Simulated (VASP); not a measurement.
Here is a VASP 6.6.1 calculation.

Contents of INCAR:

```
SYSTEM = In
ALGO = Normal ; EDIFF = 1E-6
ENCUT = 520 ; GGA = PS
ISIF = 2 ; ISMEAR = -1
LASPH = .True. ; LCHARG = .False.
LREAL = .False. ; LWAVE = .False.
NBANDS = 12 ; NELM = 60
PREC = Accurate ; SIGMA = 0.05
```

Contents of KPOINTS:

```
k-points
0
Gamma
  10 10 10
  0 0 0
```

The input POSCAR:

```
In
1.0
   -1.9194468732      1.9194468732      1.9194468732
    1.9194468732     -1.9194468732      1.9194468732
    1.9194468732      1.9194468732     -1.9194468732
In
1
Direct
    0.0000000000      0.0000000000      0.0000000000
```

Potentials or basis: VASP PAW PBE potentials, release 64 (In_d).

Launch:

```sh
$ cat potpaw_PBE.64/In_d/POTCAR > POTCAR
$ mpirun -np 1 vasp_std > vasp.out
```

(1) Predict the pressure.

## Answers

(1) -3.1 GPa.

Caveat: the PAW data sets were made with another functional, which shifts forces and pressure a little.
